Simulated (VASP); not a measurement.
Runs of VASP 6.6.1 on C. The structure is that of space group R-3m (No. 166), or close to it. The cells are those of the table. 

```tsv
task	cell	k mesh	cutoff (eV)	smearing	gap on the mesh (eV)	pressure (GPa)
single point	a = 2.465, b = 2.465, c = 3.660 Å, angles 109.6, 109.6, 60.0°, 2 atoms	14 × 14 × 8	520	gaussian 0.01 eV	0.69	0.4
single point	a = 2.456, b = 2.456, c = 3.403 Å, angles 111.2, 111.2, 60.0°, 2 atoms	14 × 14 × 8	600	gaussian 0.02 eV	(a)	5.0
single point	a = 2.438, b = 2.438, c = 3.144 Å, angles 112.8, 112.8, 60.0°, 2 atoms	16 × 16 × 12	520	gaussian 0.01 eV	0.57	(b)
single point	a = 2.468, b = 2.468, c = 3.841 Å, angles 108.7, 108.7, 60.0°, 2 atoms	14 × 14 × 8	600	gaussian 0.02 eV	0.85	-1.3
electric field gradients	a = 2.465, b = 2.465, c = 3.660 Å, angles 109.6, 109.6, 60.0°, 2 atoms	14 × 14 × 8	520	gaussian 0.01 eV	0.69	0.4
```

Alike in all rows: level PBE+D3(BJ); potentials or basis VASP PAW PBE potentials, release 64 (C); no spin polarisation.

Problem. Estimate the missing entries.

Solution. (a) 0.33; (b) 18.5.

A k mesh can miss the band edges.
